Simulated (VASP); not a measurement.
# GaN (P6_3mc) in VASP: further runs

The runs below take GaN through single point, relaxation of cell and atoms, with LDA.

Program: VASP 6.6.1. These are calculated values, not measurements. Logs are shortened: lines on timing, memory, paths and dates and some standing lists are left out, and cuts for length are marked.

**Experimental background.**

“Studying electronic properties in GaN without electrical contacts using γ-γ vs e−-γ Perturbed Angular Correlations”, 2019, pmc:6823545 quotes, for a bulk crystal of GaN: band gap 3.503 ± 0.005 eV (direct).

The runs below are set against these values where they give the same quantity.

## (1) The cell of the first run

It takes space group P6_3mc (No. 186, hexagonal). The conventional cell has a = 3.152 Å, b = 3.152 Å, c = 5.138 Å, α = 90.00°, β = 90.00°, γ = 120.00°. Ga (site symmetry 3m) has 4 N at 1.93 Å within 2.6 Å. N (site symmetry 3m) has 4 Ga at 1.93 Å within 2.6 Å.

## (2) Single point, LDA

INCAR reads:

```
SYSTEM = GaN
PREC     = Accurate       ! precision mode
ENCUT    = 520            ! plane-wave cutoff, eV
EDIFF    = 1E-6           ! SCF threshold, eV
ISMEAR   = 0              ! smearing method
SIGMA    = 0.01           ! smearing width, eV
LREAL    = .False.        ! projectors in reciprocal space
LASPH    = .True.         ! aspherical terms in the spheres
NELM     = 100            ! most SCF steps
ALGO     = Normal         ! electronic algorithm
ISIF     = 2              ! what is computed and relaxed
LWAVE    = .False.        ! write WAVECAR
LCHARG   = .False.        ! write CHGCAR
NBANDS   = 26             ! bands
```

KPOINTS reads:

```
regular mesh
0
Gamma
  10 10 6
  0 0 0
```

POSCAR reads:

```
GaN
1.0
    3.1518057285      0.0000000000      0.0000000000
   -1.5759028643      2.7295438287      0.0000000000
    0.0000000000      0.0000000000      5.1384202089
Ga N
2 2
Direct
    0.3333333333      0.6666666667     -0.0007045476
    0.6666666667      0.3333333333      0.4992954524
    0.3333333333      0.6666666667      0.3757045476
    0.6666666667      0.3333333333      0.8757045476
```

Potentials or basis: VASP PAW LDA potentials, release 64 (Ga_d, N).

The run is started by

```sh
$ cat potpaw_LDA.64/Ga_d/POTCAR potpaw_LDA.64/N/POTCAR > POTCAR
$ mpirun -np 1 vasp_std > vasp.out
```

OUTCAR:

```text
SYSTEM = GaN
   PREC = Accurate
   ENCUT = 520
   EDIFF = 1E-6
   ISMEAR = 0
   LREAL = .False.
   LASPH = .True.
   NELM = 100
   ISIF = 2

 ion  position               nearest neighbor table
   1  0.333  0.667  0.999-   4 1.93   4 1.93   4 1.93   3 1.93
   2  0.667  0.333  0.499-   3 1.93   3 1.93   3 1.93   4 1.93
   3  0.333  0.667  0.376-   2 1.93   2 1.93   2 1.93   1 1.93
   4  0.667  0.333  0.876-   1 1.93   1 1.93   1 1.93   2 1.93

  LATTYP: Found a hexagonal cell.
 ALAT       =     3.1518057285
 C/A-ratio  =     1.6303099402

  Lattice vectors:

 A1 = (   3.1518057285,   0.0000000000,   0.0000000000)
 A2 = (  -1.5759028643,   2.7295438287,   0.0000000000)
 A3 = (   0.0000000000,   0.0000000000,   5.1384202089)

Analysis of symmetry for initial positions (statically):
=====================================================================
 Subroutine PRICEL returns:
 Original cell was already a primitive cell.

 Routine SETGRP: Setting up the symmetry group for a
 hexagonal supercell.

 Subroutine GETGRP returns: Found 12 space group operations
 (whereof  6 operations were pure point group operations)
 out of a pool of 24 trial point group operations.

The static configuration has the point symmetry C_3v.
 The point group associated with its full space group is C_6v.

Analysis of symmetry for dynamics (positions and initial velocities):
=====================================================================
 Subroutine PRICEL returns:
 Original cell was already a primitive cell.

 Routine SETGRP: Setting up the symmetry group for a
 hexagonal supercell.

 Subroutine GETGRP returns: Found 12 space group operations
 (whereof  6 operations were pure point group operations)
 out of a pool of 24 trial point group operations.

The dynamic configuration has the point symmetry C_3v.
 The point group associated with its full space group is C_6v.

 Subroutine INISYM returns: Found 12 space group operations
 (whereof  6 operations are pure point group operations),
 and found     1 'primitive' translations

----------------------------------------------------------------------------------------

                                     Primitive cell

  volume of cell :      44.2058

  direct lattice vectors                    reciprocal lattice vectors
     3.151805728  0.000000000  0.000000000     0.317278439  0.183180792  0.000000000
[... 84 lines left out ...]
   ISPIN  =      1    spin polarized calculation?
   LNONCOLLINEAR =      F non collinear calculations
   LSORBIT =      F    spin-orbit coupling
   LASPH  =      T    aspherical Exc in radial PAW
   ENCUT  =  520.0 eV  38.22 Ry    6.18 a.u.   5.86  5.86  9.55*2*pi/ulx,y,z
   NELM   =    100;   NELMIN=  2; NELMDL= -5     # of ELM steps
   EDIFF  = 0.1E-05   stopping-criterion for ELM
   LREAL  =      F    real-space projection
   EDIFFG = 0.1E-04   stopping-criterion for IOM
   NSW    =      0    number of steps for IOM
   IBRION =     -1    ionic relax: 0-MD 1-quasi-New 2-CG
   NFREE  =      0    steps in history (QN), initial steepest desc. (CG)
   ISIF   =      2    stress and relaxation
   ISYM   =      2    0-nonsym 1-usesym 2-fastsym
   POTIM  = 0.5000    time-step for ionic-motion
   TEBEG  =    0.0;   TEEND  =   0.0 temperature during run
   PSTRESS=    0.0 pullay stress
   NELECT =      36.0000    total number of electrons
   NUPDOWN=      -1.0000    fix difference up-down
   EMIN   =  10.00;   EMAX   =-10.00  energy-range for DOS
   EFERMI =   0.00;   METHOD = LEGACY
   ISMEAR =     0;   SIGMA  =   0.01  broadening in eV -4-tet -1-fermi 0-gaus
   EFERMI_NEDOS =   21; number of points for ismear=-14 and -15
   IALGO  =     38    algorithm
   IMIX   =      4    mixing-type and parameters
     AMIX     =   0.40;   BMIX     =  1.00
     AMIX_MAG =   1.60;   BMIX_MAG =  1.00
  volume/ion in A,a.u.               =      11.05        74.58
  Fermi-wavevector in a.u.,A,eV,Ry     =   1.528795  2.889004 31.799734  2.337215
  Thomas-Fermi vector in A             =   2.636505
   LORBIT       =      0    0 simple, 1 ext, 2 COOP (PROOUT), +10 PAW based schemes
   GGA     = CA    functional components
   LHFCALC =     F    Hartree Fock is set to
   AEXX    =    0.0000 exact exchange contribution
   IVDW    =     0    specifies the selected vdW correction
   LEPSILON=     F    determine dielectric tensor
   LRPA    =     F    only Hartree local field effects (RPA)
 non-spin polarized calculation
 Gauss-broadening in eV      SIGMA  =   0.01
  energy-cutoff  :      520.00
  volume of cell :       44.21
 maximum number of plane-waves:      1203
 NGX is ok and might be reduce to    24
   NGX = 11   NGY = 11   NGZ = 19

 number of electron      36.0000031 magnetization

 Free energy of the ion-electron system (eV)
  ---------------------------------------------------
  ext. energy  EPLUGINS =         0.00000000
  ---------------------------------------------------
  free energy    TOTEN  =       -27.90981540 eV

  energy without entropy =      -27.90981540  energy(sigma->0) =      -27.90981540

 E-fermi :   5.5699     XC(G=0): -12.2986

 val. band max:        5.4409383623   @ k =   0.0000   0.0000   0.0000
 cond. band min:       7.5862170317   @ k =   0.0000   0.0000   0.0000
 fundamental gap:      2.1452786693
 Fermi energy:         5.5699334101

 k-point     1 :       0.0000    0.0000    0.0000
  band No.  band energies     occupation
      1     -10.7018      2.00000
      2      -9.7205      2.00000
      3      -8.1464      2.00000
      4      -8.1291      2.00000
      5      -8.1291      2.00000
      6      -8.0620      2.00000
[... 685 lines left out ...]
     25      17.4513      0.00000
     26      18.9273      0.00000

 [... further k-points ...]
[... 5 lines left out ...]
  --------------------------------------------------------------------------------------
  -------------------------------------------------------------------------------------
  Total        0.3011009      0.3011009      0.2966867     -0.0000000      0.0000000      0.0000000
  in kB       10.9129825     10.9129825     10.7529959     -0.0000000      0.0000000      0.0000000
  external PRESSURE =      10.8596536 kB  Pullay stress =       0.0000000 kB

 VOLUME and BASIS-vectors are now :
 -----------------------------------------------------------------------------
  energy-cutoff  :      520.00
  volume of cell :       44.21
      direct lattice vectors                 reciprocal lattice vectors
     3.151805728  0.000000000  0.000000000     0.317278439  0.183180792  0.000000000
    -1.575902864  2.729543829  0.000000000     0.000000000  0.366361584  0.000000000
     0.000000000  0.000000000  5.138420209     0.000000000  0.000000000  0.194612344

 POSITION                                       TOTAL-FORCE (eV/Angst)
 -----------------------------------------------------------------------------------
     -0.00000      1.81970      5.13480        -0.000000      0.000000      0.001688
      1.57590      0.90985      2.56559         0.000000     -0.000000      0.001688
     -0.00000      1.81970      1.93053         0.000000     -0.000000     -0.001688
      1.57590      0.90985      4.49974        -0.000000      0.000000     -0.001688
 -----------------------------------------------------------------------------------
    total drift:                               -0.000001     -0.000001      0.000799

  FREE ENERGIE OF THE ION-ELECTRON SYSTEM (eV)
  ---------------------------------------------------
  free  energy   TOTEN  =       -27.9098153961 eV

  energy  without entropy=      -27.9098153961  energy(sigma->0) =      -27.90981540
```

stdout:

```text
POSCAR found type information on POSCAR GaN
 POSCAR found :  2 types and       4 ions
 scaLAPACK will be used
 LDA part: xc-table for (Slater(with rela. corr.)+CA(PZ))
 , standard interpolation
 POSCAR, INCAR and KPOINTS ok, starting setup
 FFT: planning ... GRIDC
 FFT: planning ... GRID_SOFT
 FFT: planning ... GRID
 WAVECAR not read
 entering main loop
```

Wall time 22 s (1 thread of Intel Xeon 6975P-C (Granite Rapids), shared host); peak memory 0.17 GiB.

What came out:

```
Free energy            : -27.9098 eV
Pressure               : 1.1 GPa
Band gap on the k mesh : 2.15 eV, direct
```

## (3) Relaxation of cell and atoms, LDA

This run uses another cell than the first one, of 11.31 Å³/atom, 1.023 times its volume.

INCAR reads:

```
SYSTEM = GaN
PREC = Accurate
ENCUT = 600
EDIFF = 1E-6
ISMEAR = 0
SIGMA = 0.01
LREAL = .False.
LASPH = .True.
NELM = 80
ALGO = Normal
ISIF = 3
LWAVE = .False.
LCHARG = .False.
IBRION = 2
NSW = 80
EDIFFG = -0.001
```

KPOINTS is that of step 2.

POSCAR reads:

```
GaN
1.0
    3.1800000000      0.0000000000      0.0000000000
   -1.5900000000      2.7539607840      0.0000000000
    0.0000000000      0.0000000000      5.1660000000
Ga N
2 2
Direct
    0.3333333333      0.6666666667      0.0000000000
    0.6666666667      0.3333333333      0.5000000000
    0.3333333333      0.6666666667      0.3750000000
    0.6666666667      0.3333333333      0.8750000000
```

Potentials or basis: VASP PAW LDA potentials, release 64 (Ga_d, N).

The run is started by

```sh
$ cat potpaw_LDA.64/Ga_d/POTCAR potpaw_LDA.64/N/POTCAR > POTCAR
$ mpirun -np 1 vasp_std > vasp.out
```

Run time: 6.3 min. Hardware: 1 thread of Intel Xeon Platinum 8488C (Sapphire Rapids), shared host; peak memory 0.2 GiB.

The run converged. Its results:

* Free energy: -27.9124 eV
* Relaxed volume: 11.11 Å³/atom
* Relaxed cell: a = 3.157 Å, b = 3.157 Å, c = 5.147 Å, α = 90.00°, β = 90.00°, γ = 120.00°
* Space group after relaxing (to 0.05 Å): P6_3mc (No. 186)
* Energy gained by relaxing: 2.7 meV/atom
* Ionic steps: 31
* Pressure after relaxing: 0.0 GPa
* Band gap on the k mesh: 2.11 eV, direct

Step by step:
```
step  energy change (eV)  largest force (eV/Å)  pressure (GPa)  volume (Å³)
   1              0.0000                0.1279           -3.53        45.24
   2             -0.0002                0.1152            3.85        43.63
   3             -0.0109                0.0102            0.01        44.42
   4             -0.0108                0.0076            0.29        44.40
   5             -0.0107                0.0002           -0.48        44.52
   6             -0.0109                0.0058           -0.02        44.43
   7             -0.0109                0.0069           -0.05        44.43
   8             -0.0109                0.0071            0.25        44.42
   9             -0.0109                0.0056           -0.22        44.43
  10             -0.0109                0.0074            0.00        44.42
  11             -0.0109                0.0064            0.00        44.42
  12             -0.0109                0.0049           -0.09        44.43
  13             -0.0109                0.0072           -0.06        44.42
  14             -0.0109                0.0007            0.11        44.41
  15             -0.0109                0.0035            0.03        44.41
  16             -0.0109                0.0004            0.06        44.41
  17             -0.0109                0.0040            0.03        44.41
  18             -0.0109                0.0024            0.04        44.41
  19             -0.0109                0.0007            0.04        44.42
  20             -0.0109                0.0028            0.01        44.42
  21             -0.0109                0.0048            0.01        44.42
  22             -0.0109                0.0008            0.07        44.42
  23             -0.0109                0.0040           -0.15        44.43
  24             -0.0109                0.0021            0.06        44.42
  25             -0.0109                0.0051            0.01        44.43
  26             -0.0109                0.0001           -0.14        44.43
  27             -0.0109                0.0029            0.03        44.43
  28             -0.0109                0.0006           -0.04        44.43
  29             -0.0109                0.0026           -0.02        44.43
  30             -0.0109                0.0004           -0.03        44.43
  31             -0.0109                0.0007            0.00        44.42
```

Final structure:
```cif
data_structure
_symmetry_space_group_name_H-M 'P 1'
_symmetry_Int_Tables_number 1
_cell_length_a 3.1571
_cell_length_b 3.1571
_cell_length_c 5.1465
_cell_angle_alpha 90.000
_cell_angle_beta 90.000
_cell_angle_gamma 120.000
_cell_volume 44.42
loop_
_atom_site_label
_atom_site_type_symbol
_atom_site_fract_x
_atom_site_fract_y
_atom_site_fract_z
_atom_site_occupancy
Ga1 Ga 0.33333 0.66667 0.99929 1
Ga2 Ga 0.66667 0.33333 0.49929 1
N1 N 0.33333 0.66667 0.37571 1
N2 N 0.66667 0.33333 0.87571 1
```

Levels at points of the mesh, in eV from the valence-band top:
```tsv
k point	band 15	band 16	band 17	band 18	band 19	band 20	band 21	band 22
(0.00, 0.00, 0.00)	-1.08	-0.05	0.00	0.00	2.11	4.35	9.19	9.87
(0.50, 0.00, 0.00)	-4.38	-2.87	-2.33	-1.04	4.99	5.64	5.98	8.68
(0.00, 0.00, 0.50)	-0.55	-0.55	-0.55	-0.55	4.37	4.37	8.44	8.44
(0.50, 0.00, 0.50)	-2.03	-2.03	-1.98	-1.98	4.37	4.37	7.78	7.78
```

## (4) Single point, LDA

INCAR reads:

```
SYSTEM = GaN
PREC     = Accurate       ! precision mode
ENCUT    = 910            ! plane-wave cutoff, eV
EDIFF    = 1E-6           ! SCF threshold, eV
ISMEAR   = 0              ! smearing method
SIGMA    = 0.01           ! smearing width, eV
LREAL    = .False.        ! projectors in reciprocal space
LASPH    = .True.         ! aspherical terms in the spheres
NELM     = 120            ! most SCF steps
ALGO     = Normal         ! electronic algorithm
ISIF     = 2              ! what is computed and relaxed
LWAVE    = .False.        ! write WAVECAR
LCHARG   = .False.        ! write CHGCAR
NBANDS   = 26             ! bands
GGA_COMPAT= .False.
```

KPOINTS is that of step 3.

POSCAR reads:

```
GaN
1.0
    3.1518057285      0.0000000000      0.0000000000
   -1.5759028643      2.7295438287      0.0000000000
    0.0000000000      0.0000000000      5.1384202089
Ga N
2 2
Direct
    0.3333333333      0.6666666667     -0.0007045476
    0.6666666667      0.3333333333      0.4992954524
    0.3333333333      0.6666666667      0.3757045476
    0.6666666667      0.3333333333      0.8757045476
```

Potentials or basis: VASP PAW LDA potentials, release 64 (Ga_d, N_h).

The run is started by

```sh
$ cat potpaw_LDA.64/Ga_d/POTCAR potpaw_LDA.64/N_h/POTCAR > POTCAR
$ mpirun -np 1 vasp_std > vasp.out
```

Wall time 53 s (1 thread of Intel Xeon 6975P-C (Granite Rapids), shared host); peak memory 0.26 GiB.

Results (log left out):

| Quantity | Value |
| --- | --- |
| Free energy | -27.9148 eV |
| Pressure | 1.1 GPa |
| Band gap on the k mesh | 2.15 eV, direct |

Levels at points of the mesh, in eV from the valence-band top:
| k point | band 15 | band 16 | band 17 | band 18 | band 19 | band 20 | band 21 | band 22 |
| --- | --- | --- | --- | --- | --- | --- | --- | --- |
| (0.00, 0.00, 0.00) | -1.08 | -0.05 | 0.00 | 0.00 | 2.15 | 4.39 | 9.22 | 9.90 |
| (0.50, 0.00, 0.00) | -4.41 | -2.88 | -2.34 | -1.05 | 5.00 | 5.67 | 6.00 | 8.72 |
| (0.00, 0.00, 0.50) | -0.56 | -0.56 | -0.56 | -0.56 | 4.41 | 4.41 | 8.47 | 8.47 |
| (0.50, 0.00, 0.50) | -2.04 | -2.04 | -1.99 | -1.99 | 4.39 | 4.39 | 7.81 | 7.81 |

Caveat: the cutoff is under 1.25 times the usual one of these potentials, so pressure, stress and relaxed cells hold a basis-set (Pulay) error.

## (5) Summary

| task | potentials or basis | cell | cutoff (eV) | second run | gap on the mesh (eV) | pressure (GPa) |
| --- | --- | --- | --- | --- | --- | --- |
| single point | VASP PAW LDA potentials, release 64 (Ga_d, N) | a = 3.152, b = 3.152, c = 5.138 Å, angles 90.0, 90.0, 120.0°, 4 atoms | 520 | - | 2.15 | 1.1 |
| relaxation of cell and atoms | VASP PAW LDA potentials, release 64 (Ga_d, N) | relaxed from a = 3.180, b = 3.180, c = 5.166 Å, angles 90.0, 90.0, 120.0°, 4 atoms | 600 | - | 2.11 | 0.0 |
| single point | VASP PAW LDA potentials, release 64 (Ga_d, N_h) | a = 3.152, b = 3.152, c = 5.138 Å, angles 90.0, 90.0, 120.0°, 4 atoms | 910 | hard_potentials | 2.15 | 1.1 |

Alike in all rows: level LDA; no spin polarisation; k mesh 10 × 10 × 6; smearing gaussian 0.01 eV.

Caveats: the cutoff is under 1.25 times the usual one of these potentials, so pressure, stress and relaxed cells hold a basis-set (Pulay) error (some runs).

Absolute energies hang on the potentials; compare differences alone.

## (6) How close it comes

Step 2. A measured gap of GaN is 3.503 eV (direct; quoted in “Studying electronic properties in GaN without electrical contacts using γ-γ vs e−-γ Perturbed Angular Correlations”, 2019, pmc:6823545); the calculated 2.15 eV misses it by -1.36 eV. Spin-orbit coupling on Ga is left out. The value is that of LDA, without temperature or zero-point motion. Semilocal functionals fall short of measured gaps as a rule.

Step 4. A measured gap of GaN is 3.503 eV (direct; quoted in “Studying electronic properties in GaN without electrical contacts using γ-γ vs e−-γ Perturbed Angular Correlations”, 2019, pmc:6823545); the calculated 2.15 eV misses it by -1.36 eV. Spin-orbit coupling on Ga is left out. The value is that of LDA, without temperature or zero-point motion. Semilocal functionals fall short of measured gaps as a rule.
